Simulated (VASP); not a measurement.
# AgB2 (P6/mmm) in VASP: settings compared

Aim: see how the results for AgB2 move with the level of theory and the settings. Levels: BLYP+D3(BJ), PBE. Tasks: single point.

Program: VASP 6.6.1. These are calculated values, not measurements. Logs are shortened: lines on timing, memory, paths and dates and some standing lists are left out, and cuts for length are marked.

## (1) The cell of the first run

The structure is hexagonal, space group P6/mmm (No. 191). Conventional cell: a = 2.963 Å, b = 2.963 Å, c = 4.065 Å, α = 90.00°, β = 90.00°, γ = 120.00°. Within 3.5 Å of Ag (site symmetry 6/mmm) lie 12 B at 2.66 Å and 6 Ag at 2.96 Å. Within 2.3 Å of B (site symmetry -6m2) lie 3 B at 1.71 Å.

## (2) Single point, BLYP+D3(BJ) (volume scaled by 0.98)

Contents of INCAR:

```
AGGAC = 1.0
AGGAX = 1.0
ALDAC = 0.0
ALDAX = 1.0
ALGO = Normal
EDIFF = 1E-6
ENCUT = 520
GGA = B5
ISIF = 2
ISMEAR = 0
IVDW = 12
LASPH = T
LCHARG = T
LELF = T
LREAL = F
LVHAR = T
LWAVE = F
NBANDS = 16
NELM = 80
PREC = Accurate
SIGMA = 0.05
VDW_A1 = 0.4298
VDW_A2 = 4.2359
VDW_S6 = 1.0
VDW_S8 = 2.6996
```

Contents of KPOINTS:

```
k-points
0
Gamma
  10 10 8
```

Contents of POSCAR:

```
AgB2
1.0
    2.9626365304      0.0000000000      0.0000000000
   -1.4813182652      2.5657184975      0.0000000000
    0.0000000000      0.0000000000      4.0645642014
Ag B
1 2
Direct
    0.0000000000      0.0000000000      0.0000000000
    0.3333333333      0.6666666667      0.5000000000
    0.6666666667      0.3333333333      0.5000000000
```

Potentials or basis: VASP PAW PBE potentials, release 64 (Ag, B).

The run is started by

```sh
$ cat potpaw_PBE.64/Ag/POTCAR potpaw_PBE.64/B/POTCAR > POTCAR
$ mpirun -np 1 vasp_std > vasp.out
```

OUTCAR:

```text
EDIFF = 1E-6
   ENCUT = 520
   GGA = B5
   ISIF = 2
   ISMEAR = 0
   IVDW = 12
   LASPH = T
   LREAL = F
   NELM = 80
   PREC = Accurate
 IVDW          = 12

 ion  position               nearest neighbor table
   1  0.000  0.000  0.000-   2 2.66   3 2.66   2 2.66   3 2.66   2 2.66   2 2.66   3 2.66   3 2.66
                             3 2.66   3 2.66   2 2.66   2 2.66
   2  0.333  0.667  0.500-   3 1.71   3 1.71   3 1.71   1 2.66   1 2.66   1 2.66   1 2.66   1 2.66
                             1 2.66
   3  0.667  0.333  0.500-   2 1.71   2 1.71   2 1.71   1 2.66   1 2.66   1 2.66   1 2.66   1 2.66
                             1 2.66

  LATTYP: Found a hexagonal cell.
 ALAT       =     2.9626365304
 C/A-ratio  =     1.3719415661

  Lattice vectors:

 A1 = (   2.9626365304,   0.0000000000,   0.0000000000)
 A2 = (  -1.4813182652,   2.5657184975,   0.0000000000)
 A3 = (   0.0000000000,   0.0000000000,   4.0645642014)

Analysis of symmetry for initial positions (statically):
=====================================================================
 Subroutine PRICEL returns:
 Original cell was already a primitive cell.

 Routine SETGRP: Setting up the symmetry group for a
 hexagonal supercell.

 Subroutine GETGRP returns: Found 24 space group operations
 (whereof 24 operations were pure point group operations)
 out of a pool of 24 trial point group operations.

The static configuration has the point symmetry D_6h.

Analysis of symmetry for dynamics (positions and initial velocities):
=====================================================================
 Subroutine PRICEL returns:
 Original cell was already a primitive cell.

 Routine SETGRP: Setting up the symmetry group for a
 hexagonal supercell.

 Subroutine GETGRP returns: Found 24 space group operations
 (whereof 24 operations were pure point group operations)
 out of a pool of 24 trial point group operations.

The dynamic configuration has the point symmetry D_6h.

 Subroutine INISYM returns: Found 24 space group operations
 (whereof 24 operations are pure point group operations),
 and found     1 'primitive' translations

----------------------------------------------------------------------------------------

                                     Primitive cell

  volume of cell :      30.8959

  direct lattice vectors                    reciprocal lattice vectors
     2.962636530  0.000000000  0.000000000     0.337537187  0.194877186  0.000000000
    -1.481318265  2.565718497  0.000000000     0.000000000  0.389754371  0.000000000
     0.000000000  0.000000000  4.064564201     0.000000000  0.000000000  0.246028836

  length of vectors
     2.962636530  2.962636530  4.064564201     0.389754371  0.389754371  0.246028836

  position of ions in fractional coordinates (direct lattice)
     0.000000000  0.000000000  0.000000000
     0.333333333  0.666666667  0.500000000
     0.666666667  0.333333333  0.500000000

  ion indices of the primitive-cell ions
   primitive index   ion index
                 1           1
                 2           2
                 3           3

----------------------------------------------------------------------------------------

 KPOINTS: k-points

Automatic generation of k-mesh.
 Grid dimensions read from file:
 generate k-points for:   10   10    8

 Generating k-lattice:

  Cartesian coordinates                     Fractional coordinates (reciprocal lattice)
     0.033753719  0.019487719  0.000000000     0.100000000  0.000000000  0.000000000
     0.000000000  0.038975437  0.000000000     0.000000000  0.100000000  0.000000000
     0.000000000  0.000000000  0.030753605     0.000000000  0.000000000  0.125000000

  Length of vectors
     0.038975437  0.038975437  0.030753605

  Shift w.r.t. Gamma in fractional coordinates (k-lattice)
     0.000000000  0.000000000  0.000000000

 Subroutine IBZKPT returns following result:
 ===========================================

 Found     70 irreducible k-points:

 Following reciprocal coordinates:
            Coordinates               Weight
  0.000000  0.000000  0.000000      1.000000
  0.100000  0.000000  0.000000      6.000000
  0.200000  0.000000  0.000000      6.000000
  0.300000  0.000000  0.000000      6.000000
  0.400000  0.000000  0.000000      6.000000
  0.500000  0.000000  0.000000      3.000000
[... 16 lines left out ...]
  0.300000  0.100000  0.125000     24.000000
  0.400000  0.100000  0.125000     24.000000
 [... further k-points ...]
   k-points           NKPTS =     70   k-points in BZ     NKDIM =     70   number of bands    NBANDS=     16
   number of dos      NEDOS =    301   number of ions     NIONS =      3
   total plane-waves  NPLWV =  17280
   dimension x,y,z NGX =    24 NGY =   24 NGZ =   30
   dimension x,y,z NGXF=    48 NGYF=   48 NGZF=   60
   ions per type =               1   2
   NGX,Y,Z   is equivalent  to a cutoff of  13.47, 13.47, 12.27 a.u.
   NGXF,Y,Z  is equivalent  to a cutoff of  26.93, 26.93, 24.54 a.u.
 SYSTEM =  unknown system
   PREC   = accura    normal or accurate (medium, high low for compatibility)
   ISTART =      0    job   : 0-new  1-cont  2-samecut
   ICHARG =      2    charge: 1-file 2-atom 10-const
   ISPIN  =      1    spin polarized calculation?
   LNONCOLLINEAR =      F non collinear calculations
   LSORBIT =      F    spin-orbit coupling
   LASPH  =      T    aspherical Exc in radial PAW
   ENCUT  =  520.0 eV  38.22 Ry    6.18 a.u.   5.51  5.51  7.56*2*pi/ulx,y,z
   NELM   =     80;   NELMIN=  2; NELMDL= -5     # of ELM steps
   EDIFF  = 0.1E-05   stopping-criterion for ELM
   LREAL  =      F    real-space projection
   EDIFFG = 0.1E-04   stopping-criterion for IOM
   NSW    =      0    number of steps for IOM
   IBRION =     -1    ionic relax: 0-MD 1-quasi-New 2-CG
   NFREE  =      0    steps in history (QN), initial steepest desc. (CG)
   ISIF   =      2    stress and relaxation
   ISYM   =      2    0-nonsym 1-usesym 2-fastsym
   POTIM  = 0.5000    time-step for ionic-motion
   TEBEG  =    0.0;   TEEND  =   0.0 temperature during run
   PSTRESS=    0.0 pullay stress
   NELECT =      17.0000    total number of electrons
   NUPDOWN=      -1.0000    fix difference up-down
   EMIN   =  10.00;   EMAX   =-10.00  energy-range for DOS
   EFERMI =   0.00;   METHOD = LEGACY
   ISMEAR =     0;   SIGMA  =   0.05  broadening in eV -4-tet -1-fermi 0-gaus
   EFERMI_NEDOS =   21; number of points for ismear=-14 and -15
   IALGO  =     38    algorithm
   IMIX   =      4    mixing-type and parameters
     AMIX     =   0.40;   BMIX     =  1.00
     AMIX_MAG =   1.60;   BMIX_MAG =  1.00
  volume/ion in A,a.u.               =      10.30        69.50
  Fermi-wavevector in a.u.,A,eV,Ry     =   1.341500  2.535067 24.485348  1.799622
  Thomas-Fermi vector in A             =   2.469729
   LORBIT       =      0    0 simple, 1 ext, 2 COOP (PROOUT), +10 PAW based schemes
   GGA     = B5    functional components
   LHFCALC =     F    Hartree Fock is set to
   AEXX    =    0.0000 exact exchange contribution
   IVDW    =    12    specifies the selected vdW correction
   LEPSILON=     F    determine dielectric tensor
   LRPA    =     F    only Hartree local field effects (RPA)
 non-spin polarized calculation
 Gauss-broadening in eV      SIGMA  =   0.05
  energy-cutoff  :      520.00
  volume of cell :       30.90
 maximum number of plane-waves:       867
 NGX is ok and might be reduce to    24
   NGX = 11   NGY = 11   NGZ = 15

 number of electron      16.9999997 magnetization

 Free energy of the ion-electron system (eV)
  ---------------------------------------------------
  ext. energy  EPLUGINS =         0.00000000
  ---------------------------------------------------
  free energy    TOTEN  =       -12.54601161 eV

  energy without entropy =      -12.54434080  energy(sigma->0) =      -12.54517620

 E-fermi :   7.9144     XC(G=0): -11.5415

 val. band max:        7.9042890125   @ k =   0.4000   0.1000   0.2500
 cond. band min:       7.9187170525   @ k =   0.1000   0.1000   0.0000
 fundamental gap:      0.0144280400
 Fermi energy:         7.9144488053

 k-point     1 :       0.0000    0.0000    0.0000
  band No.  band energies     occupation
      1      -4.2631      2.00000
      2       1.9936      2.00000
      3       2.9595      2.00000
      4       2.9595      2.00000
      5       3.9768      2.00000
      6       3.9768      2.00000
[... 8 lines left out ...]
     15      25.5905      0.00000
     16      25.6726      0.00000

 k-point     2 :       0.1000    0.0000    0.0000
  band No.  band energies     occupation
      1      -4.0762      2.00000
      2       2.1364      2.00000
      3       2.8631      2.00000
      4       3.0846      2.00000
      5       3.2228      2.00000
      6       3.9480      2.00000
[... 8 lines left out ...]
     15      25.1003      0.00000
     16      26.1561      0.00000

 k-point     3 :       0.2000    0.0000    0.0000
  band No.  band energies     occupation
      1      -3.5245      2.00000
      2       2.3434      2.00000
      3       2.6190      2.00000
      4       2.7445      2.00000
      5       3.4304      2.00000
      6       3.8733      2.00000
[... 8 lines left out ...]
     15      23.6860      0.00000
     16      24.7226      0.00000

 k-point     4 :       0.3000    0.0000    0.0000
  band No.  band energies     occupation
      1      -2.6338      2.00000
      2       2.0532      2.00000
      3       2.2013      2.00000
      4       2.8091      2.00000
      5       3.7826      2.00000
      6       3.9082      2.00000
[... 8 lines left out ...]
     15      22.1617      0.00000
     16      24.2706      0.00000
[... 324 lines left out ...]
 k-point    22 :       0.2000    0.1000    0.1250
  band No.  band energies     occupation
      1      -2.9099      2.00000
      2       2.1713      2.00000
      3       2.4588      2.00000
      4       2.7592      2.00000
      5       3.6628      2.00000
      6       3.7940      2.00000
[... 8 lines left out ...]
     15      21.0957      0.00000
     16      23.9045      0.00000

 k-point    23 :       0.3000    0.1000    0.1250
  band No.  band energies     occupation
      1      -1.8970      2.00000
      2       1.6719      2.00000
      3       2.2638      2.00000
      4       2.7456      2.00000
      5       3.5002      2.00000
      6       4.1455      2.00000
[... 8 lines left out ...]
     15      21.6518      0.00000
     16      23.0544      0.00000

 k-point    24 :       0.4000    0.1000    0.1250
  band No.  band energies     occupation
      1      -0.6440      2.00000
      2       0.6888      2.00000
      3       2.1944      2.00000
      4       2.3584      2.00000
      5       3.3836      2.00000
      6       4.4200      2.00000
[... 8 lines left out ...]
     15      21.9081      0.00000
     16      24.2414      0.00000

 [... further k-points ...]

------------------------ aborting loop because EDIFF is reached ----------------------------------------

 Edisp (eV)   -2.21626

 E8    (eV) :    -1.5478

  FORCE on cell =-STRESS in cart. coord.  units (eV):
  Direction    XX          YY          ZZ          XY          YZ          ZX
  --------------------------------------------------------------------------------------
  -------------------------------------------------------------------------------------
  Total       0.56397     0.56397     0.58031     0.00000    -0.00000     0.00000
  in kB      29.24576    29.24576    30.09343     0.00000    -0.00000     0.00000
  external pressure =       29.53 kB  Pullay stress =        0.00 kB

 VOLUME and BASIS-vectors are now :
 -----------------------------------------------------------------------------
  energy-cutoff  :      520.00
  volume of cell :       30.90
      direct lattice vectors                 reciprocal lattice vectors
     2.962636530  0.000000000  0.000000000     0.337537187  0.194877186  0.000000000
    -1.481318265  2.565718497  0.000000000     0.000000000  0.389754371  0.000000000
     0.000000000  0.000000000  4.064564201     0.000000000  0.000000000  0.246028836

 POSITION                                       TOTAL-FORCE (eV/Angst)
 -----------------------------------------------------------------------------------
      0.00000      0.00000      0.00000        -0.000000      0.000000      0.000000
     -0.00000      1.71048      2.03228        -0.000000     -0.000000      0.000000
      1.48132      0.85524      2.03228         0.000000      0.000000      0.000000
 -----------------------------------------------------------------------------------
    total drift:                               -0.000000      0.000000      0.000000

  FREE ENERGIE OF THE ION-ELECTRON SYSTEM (eV)
  ---------------------------------------------------
  free  energy   TOTEN  =       -14.7622729992 eV

  energy  without entropy=      -14.7606021961  energy(sigma->0) =      -14.76143760
```

It took 60 s on 1 thread of Intel Xeon 8259CL, shared host; peak memory 0.18 GiB.

What came out:

* Free energy: -14.7623 eV
* Pressure: 3.0 GPa
* Dispersion energy per atom: -0.739 eV

Stress tensor (GPa, compression positive):
```
2.92 0.00 0.00
0.00 2.92 0.00
0.00 0.00 3.01
```

Caveat: the PAW data sets were made with another functional, which shifts forces and pressure a little; pairwise dispersion overbinds metals, which lowers pressure and volume.

(Continued in part 2 of 3.)
